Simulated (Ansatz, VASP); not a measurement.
# K3Te2: VASP beside Ansatz

```
K Te
1.0
     4.90610    2.83254    5.02270
    -4.90610    2.83254    5.02270
     0.00000   -5.66508    5.02270
K Te
6 4
Direct
  0.05331 0.44669 0.75000
  0.75000 0.05331 0.44669
  0.44669 0.75000 0.05331
  0.94669 0.55331 0.25000
  0.25000 0.94669 0.55331
  0.55331 0.25000 0.94669
  0.87941 0.87941 0.87941
  0.62059 0.62059 0.62059
  0.12059 0.12059 0.12059
  0.37941 0.37941 0.37941
```

Alike in both runs: functional PBE; k mesh 6 × 6 × 6; occupations gaussian, width 0.1 eV; no spin polarisation.

Ansatz relaxed the structure, and its values are those at the end. VASP's run is a single point on that final structure, the one shown.

```csv
,VASP,Ansatz
version,VASP 6.6.1,Ansatz 0.2.0
potentials or method,"VASP PAW PBE potentials, release 64 (K_sv, Te), cutoff 500 eV","scalar-relativistic, plane waves, PAW"
valence electrons in the cell,78,118
```

|  | VASP | Ansatz | Ansatz less VASP |
| --- | --- | --- | --- |
| gap on the k mesh at the Fermi level (eV) | none | none | - |
| pressure (GPa) | 0.0 | 0.0 | -0.02 |

A gap of «none» marks a metal or a gap that the smearing closes. VASP's potentials hold 78 valence electrons a cell and Ansatz's 118, so a difference there can come from the potentials and not from the codes.

Spin-orbit coupling is off throughout.
